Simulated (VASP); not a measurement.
# CdTeO4 (P6/mmm) in VASP: notebook

The runs below take CdTeO4 through single point, relaxation of cell and atoms, with PBE.

All numbers are computed with VASP 6.6.1; they aren't measurements. Logs are shortened: lines on timing, memory, paths and dates and some standing lists are left out, and cuts for length are marked.

### Step 1. The cell of the first run

It takes space group P6/mmm (No. 191, hexagonal). Conventional cell: a = 3.804 Å, b = 3.804 Å, c = 7.705 Å, α = 90.00°, β = 90.00°, γ = 120.00°. Within 2.6 Å of Cd (site symmetry 6/mmm) lie 2 O at 1.94 Å. Within 2.5 Å of Te (site symmetry 6/mmm) lie 8 O at 1.91 to 2.20 Å. O (site symmetry -6m2) has 9 O at 2.20 to 2.91 Å and 3 Te at 2.20 Å within 3.0 Å. O (site symmetry 6mm) has 1 Te at 1.91 Å and 1 Cd at 1.94 Å within 2.5 Å.

The cell was generated, and may not be a known phase.

### Step 2. Single point, PBE

INCAR

```
PREC = Accurate
ENCUT = 520
EDIFF = 1E-6
ISMEAR = 0
SIGMA = 0.1
LREAL = False
LASPH = True
NELM = 60
ALGO = Normal
ISIF = 2
LWAVE = False
LCHARG = False
GGA = PE
NBANDS = 30
```

KPOINTS

```
Automatic mesh
0
Gamma
  6 6 4
```

POSCAR

```
CdTeO4
1.0
    3.8036994540     -0.0000000026      0.0000000000
   -1.9018497248      3.2941003569      0.0000000000
    0.0000000000      0.0000000000      7.7045507859
Cd Te O
1 1 4
Direct
    0.0000000000      0.0000000000      0.5000000000
    0.0000000000      0.0000000000      0.0000000000
    0.3333333333      0.6666666667      0.0000000000
    0.6666666667      0.3333333333      0.0000000000
    0.0000000000      0.0000000000      0.7519372856
    0.0000000000      0.0000000000      0.2480627144
```

Potentials or basis: VASP PAW PBE potentials, release 64 (Cd, Te, O).

Run with:

```
cat potpaw_PBE.64/Cd/POTCAR potpaw_PBE.64/Te/POTCAR potpaw_PBE.64/O/POTCAR > POTCAR
mpirun -np 1 vasp_std > vasp.out
```

OUTCAR:

```text
PREC = Accurate
   ENCUT = 520
   EDIFF = 1E-6
   ISMEAR = 0
   LREAL = False
   LASPH = True
   NELM = 60
   ISIF = 2
   GGA = PE

 ion  position               nearest neighbor table
   1  0.000  0.000  0.500-   5 1.94   6 1.94
   2  0.000  0.000  0.000-   5 1.91   6 1.91   3 2.20   4 2.20   4 2.20   3 2.20   4 2.20   3 2.20

   3  0.333  0.667  0.000-   2 2.20   2 2.20   2 2.20
   4  0.667  0.333  0.000-   2 2.20   2 2.20   2 2.20
   5  0.000  0.000  0.752-   2 1.91   1 1.94
   6  0.000  0.000  0.248-   2 1.91   1 1.94

  LATTYP: Found a hexagonal cell.
 ALAT       =     3.8036994540
 C/A-ratio  =     2.0255414181

  Lattice vectors:

 A1 = (   3.8036994540,  -0.0000000026,   0.0000000000)
 A2 = (  -1.9018497248,   3.2941003569,   0.0000000000)
 A3 = (   0.0000000000,   0.0000000000,   7.7045507859)

Analysis of symmetry for initial positions (statically):
=====================================================================
 Subroutine PRICEL returns:
 Original cell was already a primitive cell.

 Routine SETGRP: Setting up the symmetry group for a
 hexagonal supercell.

 Subroutine GETGRP returns: Found 24 space group operations
 (whereof 24 operations were pure point group operations)
 out of a pool of 24 trial point group operations.

The static configuration has the point symmetry D_6h.

Analysis of symmetry for dynamics (positions and initial velocities):
=====================================================================
 Subroutine PRICEL returns:
 Original cell was already a primitive cell.

 Routine SETGRP: Setting up the symmetry group for a
 hexagonal supercell.

 Subroutine GETGRP returns: Found 24 space group operations
 (whereof 24 operations were pure point group operations)
 out of a pool of 24 trial point group operations.

The dynamic configuration has the point symmetry D_6h.

 Subroutine INISYM returns: Found 24 space group operations
 (whereof 24 operations are pure point group operations),
 and found     1 'primitive' translations

----------------------------------------------------------------------------------------

                                     Primitive cell

  volume of cell :      96.5362

  direct lattice vectors                    reciprocal lattice vectors
     3.803699454 -0.000000003  0.000000000     0.262901949  0.151786511  0.000000000
    -1.901849725  3.294100357  0.000000000     0.000000000  0.303573022  0.000000000
     0.000000000  0.000000000  7.704550786     0.000000000  0.000000000  0.129793421

  length of vectors
     3.803699454  3.803699454  7.704550786     0.303573022  0.303573022  0.129793421

  position of ions in fractional coordinates (direct lattice)
     0.000000000  0.000000000  0.500000000
     0.000000000  0.000000000  0.000000000
     0.333333333  0.666666667  0.000000000
     0.666666667  0.333333333  0.000000000
     0.000000000  0.000000000  0.751937286
     0.000000000  0.000000000  0.248062714

  ion indices of the primitive-cell ions
   primitive index   ion index
                 1           1
                 2           2
                 3           3
                 4           4
                 5           5
                 6           6

----------------------------------------------------------------------------------------

 KPOINTS: Automatic mesh

Automatic generation of k-mesh.
 Grid dimensions read from file:
 generate k-points for:    6    6    4

 Generating k-lattice:

  Cartesian coordinates                     Fractional coordinates (reciprocal lattice)
     0.043816992  0.025297752  0.000000000     0.166666667  0.000000000  0.000000000
     0.000000000  0.050595504  0.000000000     0.000000000  0.166666667  0.000000000
     0.000000000  0.000000000  0.032448355     0.000000000  0.000000000  0.250000000

  Length of vectors
     0.050595504  0.050595504  0.032448355

  Shift w.r.t. Gamma in fractional coordinates (k-lattice)
     0.000000000  0.000000000  0.000000000

 Subroutine IBZKPT returns following result:
 ===========================================

 Found     21 irreducible k-points:

 Following reciprocal coordinates:
            Coordinates               Weight
  0.000000  0.000000  0.000000      1.000000
  0.166667 -0.000000  0.000000      6.000000
  0.333333 -0.000000  0.000000      6.000000
  0.500000 -0.000000  0.000000      3.000000
  0.166667  0.166667  0.000000      6.000000
  0.333333  0.166667  0.000000     12.000000
[... 13 lines left out ...]
  0.333333  0.166667  0.500000     12.000000
  0.333333  0.333333  0.500000      2.000000
   k-points           NKPTS =     21   k-points in BZ     NKDIM =     21   number of bands    NBANDS=     30
   number of dos      NEDOS =    301   number of ions     NIONS =      6
   total plane-waves  NPLWV =  47040
   dimension x,y,z NGX =    28 NGY =   28 NGZ =   60
   dimension x,y,z NGXF=    56 NGYF=   56 NGZF=  120
   ions per type =               1   1   4
   NGX,Y,Z   is equivalent  to a cutoff of  12.24, 12.24, 12.95 a.u.
   NGXF,Y,Z  is equivalent  to a cutoff of  24.48, 24.48, 25.89 a.u.
 SYSTEM =  unknown system
   PREC   = accura    normal or accurate (medium, high low for compatibility)
   ISTART =      0    job   : 0-new  1-cont  2-samecut
   ICHARG =      2    charge: 1-file 2-atom 10-const
   ISPIN  =      1    spin polarized calculation?
   LNONCOLLINEAR =      F non collinear calculations
   LSORBIT =      F    spin-orbit coupling
   LASPH  =      T    aspherical Exc in radial PAW
   ENCUT  =  520.0 eV  38.22 Ry    6.18 a.u.   7.07  7.07 14.33*2*pi/ulx,y,z
   NELM   =     60;   NELMIN=  2; NELMDL= -5     # of ELM steps
   EDIFF  = 0.1E-05   stopping-criterion for ELM
   LREAL  =      F    real-space projection
   EDIFFG = 0.1E-04   stopping-criterion for IOM
   NSW    =      0    number of steps for IOM
   IBRION =     -1    ionic relax: 0-MD 1-quasi-New 2-CG
   NFREE  =      0    steps in history (QN), initial steepest desc. (CG)
   ISIF   =      2    stress and relaxation
   ISYM   =      2    0-nonsym 1-usesym 2-fastsym
   POTIM  = 0.5000    time-step for ionic-motion
   TEBEG  =    0.0;   TEEND  =   0.0 temperature during run
   PSTRESS=    0.0 pullay stress
   NELECT =      42.0000    total number of electrons
   NUPDOWN=      -1.0000    fix difference up-down
   EMIN   =  10.00;   EMAX   =-10.00  energy-range for DOS
   EFERMI =   0.00;   METHOD = LEGACY
   ISMEAR =     0;   SIGMA  =   0.10  broadening in eV -4-tet -1-fermi 0-gaus
   EFERMI_NEDOS =   21; number of points for ismear=-14 and -15
   IALGO  =     38    algorithm
   IMIX   =      4    mixing-type and parameters
     AMIX     =   0.40;   BMIX     =  1.00
     AMIX_MAG =   1.60;   BMIX_MAG =  1.00
  volume/ion in A,a.u.               =      16.09       108.58
  Fermi-wavevector in a.u.,A,eV,Ry     =   1.240493  2.344193 20.936972  1.538824
  Thomas-Fermi vector in A             =   2.374932
   LORBIT       =      0    0 simple, 1 ext, 2 COOP (PROOUT), +10 PAW based schemes
   GGA     = PE    functional components
   LHFCALC =     F    Hartree Fock is set to
   AEXX    =    0.0000 exact exchange contribution
   IVDW    =     0    specifies the selected vdW correction
   LEPSILON=     F    determine dielectric tensor
   LRPA    =     F    only Hartree local field effects (RPA)
 non-spin polarized calculation
 Gauss-broadening in eV      SIGMA  =   0.10
  energy-cutoff  :      520.00
  volume of cell :       96.54
 maximum number of plane-waves:      2625
   NGX = 15   NGY = 15   NGZ = 29

 number of electron      42.0000020 magnetization

 Free energy of the ion-electron system (eV)
  ---------------------------------------------------
  ext. energy  EPLUGINS =         0.00000000
  ---------------------------------------------------
  free energy    TOTEN  =       -25.52062626 eV

  energy without entropy =      -25.50200982  energy(sigma->0) =      -25.51131804

 E-fermi :   2.1100     XC(G=0):  -9.3608

 val. band max:        2.0685626069   @ k =   0.1667  -0.0000   0.2500
 cond. band min:       2.3434922314   @ k =   0.3333   0.3333   0.2500
 fundamental gap:      0.2749296245
 Fermi energy:         2.1100244301

 k-point     1 :       0.0000    0.0000    0.0000
  band No.  band energies     occupation
      1     -18.2877      2.00000
      2     -15.5195      2.00000
      3     -15.2584      2.00000
      4     -13.2663      2.00000
      5      -7.7475      2.00000
      6      -6.2281      2.00000
[... 22 lines left out ...]
     29      12.6346      0.00000
     30      12.6346      0.00000

 k-point     2 :       0.1667   -0.0000    0.0000
  band No.  band energies     occupation
      1     -18.0261      2.00000
      2     -15.4987      2.00000
      3     -15.3046      2.00000
      4     -13.5269      2.00000
      5      -8.1278      2.00000
      6      -6.2400      2.00000
[... 22 lines left out ...]
     29      11.6710      0.00000
     30      11.8841      0.00000

 k-point     3 :       0.3333   -0.0000    0.0000
  band No.  band energies     occupation
      1     -17.2851      2.00000
      2     -15.5184      2.00000
      3     -15.4564      2.00000
      4     -14.1927      2.00000
      5      -8.9625      2.00000
      6      -6.2727      2.00000
[... 22 lines left out ...]
     29      11.6971      0.00000
     30      12.3722      0.00000

 k-point     4 :       0.5000   -0.0000    0.0000
  band No.  band energies     occupation
      1     -16.3551      2.00000
      2     -16.1574      2.00000
      3     -15.4351      2.00000
      4     -14.5810      2.00000
      5      -9.3322      2.00000
      6      -6.2926      2.00000
[... 22 lines left out ...]
     29      12.3441      0.00000
     30      12.4311      0.00000

 k-point     5 :       0.1667    0.1667    0.0000
  band No.  band energies     occupation
      1     -17.5235      2.00000
      2     -15.4671      2.00000
      3     -15.4060      2.00000
      4     -14.0143      2.00000
      5      -8.8729      2.00000
      6      -6.2423      2.00000
[... 22 lines left out ...]
     29      11.6375      0.00000
     30      12.6228      0.00000
[... 427 lines left out ...]
     29      11.7349      0.00000
     30      12.1585      0.00000

 k-point    19 :       0.1667    0.1667    0.5000
  band No.  band energies     occupation
      1     -17.4877      2.00000
      2     -15.8000      2.00000
      3     -15.1228      2.00000
      4     -14.0142      2.00000
      5      -8.0217      2.00000
      6      -7.2758      2.00000
[... 22 lines left out ...]
     29      11.3895      0.00000
     30      13.7751      0.00000

 k-point    20 :       0.3333    0.1667    0.5000
  band No.  band energies     occupation
      1     -16.5599      2.00000
      2     -15.7698      2.00000
      3     -15.5554      2.00000
      4     -14.6592      2.00000
      5      -8.9461      2.00000
      6      -7.2359      2.00000
[... 22 lines left out ...]
     29      11.3965      0.00000
     30      12.8911      0.00000

 k-point    21 :       0.3333    0.3333    0.5000
  band No.  band energies     occupation
      1     -15.8580      2.00000
      2     -15.7598      2.00000
      3     -15.4822      2.00000
      4     -15.4822      2.00000
      5      -9.4235      2.00000
      6      -7.2223      2.00000
[... 22 lines left out ...]
     29      12.5035      0.00000
     30      12.5035      0.00000

------------------------ aborting loop because EDIFF is reached ----------------------------------------

  FORCE on cell =-STRESS in cart. coord.  units (eV):
  Direction    XX          YY          ZZ          XY          YZ          ZX
  --------------------------------------------------------------------------------------
  -------------------------------------------------------------------------------------
  Total       -0.2012374     -0.2012374      1.0693992      0.0000000     -0.0000000      0.0000000
  in kB       -3.3398660     -3.3398660     17.7484370      0.0000000     -0.0000000      0.0000000
  external PRESSURE =       3.6895683 kB  Pullay stress =       0.0000000 kB

 VOLUME and BASIS-vectors are now :
 -----------------------------------------------------------------------------
  energy-cutoff  :      520.00
  volume of cell :       96.54
      direct lattice vectors                 reciprocal lattice vectors
     3.803699454 -0.000000003  0.000000000     0.262901949  0.151786511  0.000000000
    -1.901849725  3.294100357  0.000000000     0.000000000  0.303573022  0.000000000
     0.000000000  0.000000000  7.704550786     0.000000000  0.000000000  0.129793421

 POSITION                                       TOTAL-FORCE (eV/Angst)
 -----------------------------------------------------------------------------------
      0.00000      0.00000      3.85228         0.000000      0.000000      0.000000
      0.00000      0.00000      0.00000         0.000000      0.000000      0.000000
      0.00000      2.19607      0.00000         0.000000     -0.000000     -0.000000
      1.90185      1.09803      0.00000        -0.000000      0.000000      0.000000
      0.00000      0.00000      5.79334        -0.000000      0.000000      0.291089
      0.00000      0.00000      1.91121         0.000000     -0.000000     -0.291089
 -----------------------------------------------------------------------------------
    total drift:                                0.000000     -0.000000     -0.000000

  FREE ENERGIE OF THE ION-ELECTRON SYSTEM (eV)
  ---------------------------------------------------
  free  energy   TOTEN  =       -25.5206262583 eV

  energy  without entropy=      -25.5020098242  energy(sigma->0) =      -25.51131804
```

Run time: 54 s. Hardware: 1 thread of Intel Xeon 6975P-C (Granite Rapids), shared host; peak memory 0.23 GiB.

Results:

| Item | Value |
| --- | --- |
| Free energy | -25.5206 eV |
| Pressure | 0.4 GPa |
| Largest force | 0.291 eV/Å |
| Band gap on the k mesh | zero (bands 21 and 22 overlap by 0.51 eV) |

Forces on the atoms (eV/Å):
```
Cd   0.000  0.000  0.000
Te   0.000  0.000  0.000
O    0.000  0.000  0.000
O    0.000  0.000  0.000
O    0.000  0.000  0.291
O    0.000  0.000 -0.291
```

Stress tensor (GPa, compression positive):
```
-0.33  0.00  0.00
 0.00 -0.33  0.00
 0.00  0.00  1.77
```

Caveat: semilocal functionals underestimate gaps, and a narrow one can read as zero; spin-orbit coupling is left out, which moves the levels of the heavy elements.

### Step 3. Single point, PBE

This run uses another cell than the first one, of 19.09 Å³/atom.

INCAR

```
SYSTEM = CdTeO4
PREC     = Accurate       ! precision mode
ENCUT    = 520            ! plane-wave cutoff, eV
EDIFF    = 1E-6           ! SCF threshold, eV
ISMEAR   = 0              ! smearing method
SIGMA    = 0.1            ! smearing width, eV
LREAL    = .FALSE.        ! projectors in reciprocal space
LASPH    = .TRUE.         ! aspherical terms in the spheres
NELM     = 100            ! most SCF steps
ALGO     = Normal         ! electronic algorithm
ISIF     = 2              ! what is computed and relaxed
LWAVE    = .FALSE.        ! write WAVECAR
LCHARG   = .FALSE.        ! write CHGCAR
GGA      = PE             ! functional
NBANDS   = 30             ! bands
```

KPOINTS

```
Automatic mesh
0
G
  6 6 4
  0 0 0
```

POSCAR

```
CdTeO4
1.0
    4.2140098900      0.0000000000      0.0000000000
   -2.1070049400      3.6494396200      0.0000000000
    0.0000000000      0.0000000000      7.4495069600
Cd Te O
1 1 4
Direct
    0.0000000000      0.0000000000      0.5000000000
    0.0000000000      0.0000000000      0.0000000000
    0.3333333300      0.6666666700      0.0000000000
    0.6666666700      0.3333333300      0.0000000000
    0.0000000000      0.0000000000      0.8046749500
    0.0000000000      0.0000000000      0.1953250500
```

Potentials or basis: VASP PAW PBE potentials, release 64 (Cd, Te, O).

Run with:

```
cat potpaw_PBE.64/Cd/POTCAR potpaw_PBE.64/Te/POTCAR potpaw_PBE.64/O/POTCAR > POTCAR
mpirun -np 1 vasp_std > vasp.out
```

It took 46 s on 1 thread of Intel Xeon 6975P-C (Granite Rapids), shared host; peak memory 0.26 GiB.

Results (log left out):

| Item | Value |
| --- | --- |
| Free energy | -14.0028 eV |
| Pressure | 36.7 GPa |
| Largest force | 33.334 eV/Å |
| Band gap on the k mesh | zero (bands 21 and 22 overlap by 0.57 eV) |

Forces on the atoms (eV/Å):
```
Cd    0.000   0.000   0.000
Te    0.000   0.000   0.000
O     0.000   0.000   0.000
O     0.000   0.000   0.000
O     0.000   0.000 -33.334
O     0.000   0.000  33.334
```

Stress tensor (GPa, compression positive):
```
-12.29   0.00   0.00
  0.00 -12.29   0.00
  0.00   0.00 134.65
```

Levels at points of the mesh, in eV from the Fermi level:
```csv
k point,band 19,band 20,band 21,band 22,band 23,band 24
"(0.00, 0.00, 0.00)",-1.83,-1.08,-1.08,0.10,3.81,5.62
"(0.50, 0.00, 0.00)",-0.62,-0.54,0.00,0.47,1.42,5.32
"(0.00, 0.00, 0.50)",-1.04,-1.04,-0.86,0.10,2.44,6.13
"(0.50, 0.00, 0.50)",-0.63,-0.55,0.00,0.82,1.60,4.46
```

Caveat: the stress differs along the axes, from -12 to 135 GPa; semilocal functionals underestimate gaps, and a narrow one can read as zero; spin-orbit coupling is left out, which moves the levels of the heavy elements; forces of over 1 eV/Å act on the atoms, so gaps and moduli don't describe the material at rest.

### Step 4. Single point, PBE

INCAR

```
SYSTEM = CdTeO4
  ALGO = Normal
  EDIFF = 1E-6
  ENCUT = 520
  GGA = PE
  ISIF = 2
  ISMEAR = 0
  LASPH = .True.
  LCHARG = .True.
  LELF = .True.
  LREAL = .False.
  LVHAR = .True.
  LWAVE = .False.
  NBANDS = 30
  NELM = 100
  PREC = Accurate
  SIGMA = 0.1
```

KPOINTS

```
k-points
0
Gamma
  12 12 6
  0 0 0
```

POSCAR

```
CdTeO4
1.0
    3.8017052311      0.0000000000      0.0000000000
   -1.9008526155      3.2923733078      0.0000000000
    0.0000000000      0.0000000000      7.6998480136
Cd Te O
1 1 4
Direct
    0.0000000000      0.0000000000      0.5000000000
    0.0000000000      0.0000000000      0.0000000000
    0.3333333333      0.6666666667      0.0000000000
    0.6666666667      0.3333333333      0.0000000000
    0.0000000000      0.0000000000      0.7516921077
    0.0000000000      0.0000000000      0.2483078923
```

Run with:

```
cat potpaw_PBE.64/Cd/POTCAR potpaw_PBE.64/Te/POTCAR potpaw_PBE.64/O/POTCAR > POTCAR
mpirun -np 1 vasp_std > vasp.out
```

Wall time 98 s (1 thread of Intel Xeon 6975P-C (Granite Rapids), shared host); peak memory 0.34 GiB.

Results (log left out):

```
Free energy            : -25.5301 eV
Pressure               : 0.3 GPa
Largest force          : 0.314 eV/Å
Band gap on the k mesh : zero (bands 21 and 22 overlap by 0.52 eV)
```

Forces on the atoms (eV/Å):
```
Cd   0.000  0.000  0.000
Te   0.000  0.000  0.000
O    0.000  0.000  0.000
O    0.000  0.000  0.000
O    0.000  0.000  0.314
O    0.000  0.000 -0.314
```

Stress tensor (GPa, compression positive):
```
-0.50  0.00  0.00
 0.00 -0.50  0.00
 0.00  0.00  1.84
```

Levels at points of the mesh, in eV from the Fermi level:
| k point | band 18 | band 19 | band 20 | band 21 | band 22 | band 23 | band 24 | band 25 |
| --- | --- | --- | --- | --- | --- | --- | --- | --- |
| (0.00, 0.00, 0.00) | -1.24 | -1.24 | -1.22 | -1.22 | -0.18 | 2.84 | 6.32 | 7.20 |
| (0.50, 0.00, 0.00) | -1.38 | -1.26 | -0.58 | -0.24 | 1.25 | 2.22 | 4.79 | 6.00 |
| (0.00, 0.00, 0.50) | -1.68 | -0.82 | -0.82 | -0.38 | -0.18 | 1.04 | 6.18 | 7.32 |
| (0.50, 0.00, 0.50) | -1.27 | -1.27 | -1.11 | -0.24 | 2.16 | 2.39 | 2.91 | 5.89 |

Caveat: semilocal functionals underestimate gaps, and a narrow one can read as zero; spin-orbit coupling is left out, which moves the levels of the heavy elements.

(Part 1 of 2 ends here.)

The gap in the log of VASP goes by the Fermi energy; the results here count the filled bands.